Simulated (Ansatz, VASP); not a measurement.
# Two plane-wave programs on MoS2

```
Mo S
1.0
     3.18402    0.00000    0.00000
    -1.59201    2.75744    0.00000
     0.00000    0.00000   28.38732
Mo S
3 6
Direct
  0.33333 0.66667 0.22816
  0.33333 0.66667 0.77184
  0.66667 0.33333 0.00000
  0.66667 0.33333 0.17349
  0.66667 0.33333 0.71719
  0.33333 0.66667 0.94533
  0.66667 0.33333 0.28281
  0.66667 0.33333 0.82651
  0.33333 0.66667 0.05467
```

Alike in both runs: task relaxation of cell and atoms; functional PBEsol; dispersion D4; k mesh 10 × 10 × 1; occupations fermi-dirac, width 0.05 eV; no spin polarisation.

|  | VASP | Ansatz |
| --- | --- | --- |
| version | VASP 6.6.1 | Ansatz 0.2.0 |
| potentials or method | VASP PAW PBE potentials, release 64 (Mo_sv, S) | Ansatz PAW |
| plane-wave cutoff (eV) | 600 | 420 |
| valence electrons in the cell | 78 | 78 |

Ansatz gave:

* gap on the k mesh at the Fermi level, each at its own relaxed structure (eV): 0.94
* relaxed volume (Å³/atom): 25.51
* relaxed length of the cell vector where the two differ most in proportion (Å): 27.177

Problem. Estimate VASP's values.

Solution. gap on the k mesh at the Fermi level, each at its own relaxed structure (eV): 0.97; relaxed volume (Å³/atom): 24.73; relaxed length of the cell vector where the two differ most in proportion (Å): 26.344.

VASP's potentials were made for PBE, not for PBEsol.

Noted on Ansatz's run: the plane-wave basis is chosen anew once the cell has moved, so the energies of steps on either side of that aren't comparable.
